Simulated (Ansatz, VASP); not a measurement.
Zr in VASP and in Ansatz

```
Zr
1.0
     2.75405    0.00000    0.00000
     0.00000    2.75405    0.00000
     0.00000    0.00000    2.75405
Zr
1
Direct
  0.00000 0.00000 0.00000
```

Alike in both runs: task single point; functional LDA; k mesh 13 × 13 × 13; occupations fermi-dirac, width 0.1 eV; no spin polarisation.

|  | VASP | Ansatz |
| --- | --- | --- |
| version | VASP 6.6.1 | Ansatz 0.2.0 |
| potentials or method | VASP PAW LDA potentials, release 64 (Zr_sv), cutoff 520 eV | plane waves (420 eV) with PAW, scalar-relativistic |
| valence electrons in the cell | 12 | 12 |

VASP gave:

| Quantity | Value |
| --- | --- |
| pressure (GPa) | 8.6 |

Problem. Which values does Ansatz return?

Solution. Pressure (GPa): 8.4.

Ansatz warns that its potentials were made for another functional, while VASP's fit it. LDA's correlation is that of Perdew and Zunger in VASP and of Perdew and Wang (1992) in Ansatz.
